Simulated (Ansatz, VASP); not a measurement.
Two plane-wave programs on SnO2

```
CELL_PARAMETERS angstrom
-1.92401 1.92401 5.42409
1.92401 -1.92401 5.42409
1.92401 1.92401 -5.42409
ATOMIC_POSITIONS crystal
Sn 0.75000 0.25000 0.50000
Sn 0.00000 0.00000 0.00000
O 0.79700 0.79700 0.00000
O 0.95300 0.45300 0.50000
O 0.20300 0.20300 0.00000
O 0.54700 0.04700 0.50000
```

Alike in both runs: task single point; functional LDA; k mesh 10 × 10 × 10; occupations gaussian, width 0.05 eV; no spin polarisation.

|  | VASP | Ansatz |
| --- | --- | --- |
| version | VASP 6.6.1 | Ansatz 0.2.0 |
| potentials or method | VASP PAW LDA potentials, release 64 (Sn_d, O), cutoff 520 eV | scalar-relativistic, plane waves, PAW |
| valence electrons in the cell | 52 | 52 |

Ansatz gave:

```
gap on the k mesh at the Fermi level (eV)                     : 1.49
least direct gap on the mesh (eV)                             : 1.87
pressure (GPa)                                                : 0.4
traceless stress, the component that is largest in VASP (GPa) : -11.23
rms of the force components (eV/Å)                            : 0.422
```

Question: What did VASP give for the same quantities?

Answer: gap on the k mesh at the Fermi level (eV): 1.52; least direct gap on the mesh (eV): 1.91; pressure (GPa): 1.2; traceless stress, the component that is largest in VASP (GPa): -11.48; rms of the force components (eV/Å): 0.423.

LDA's correlation is that of Perdew and Zunger in VASP and of Perdew and Wang (1992) in Ansatz. Atom by atom the forces differ by 0.001 eV/Å (rms over components).
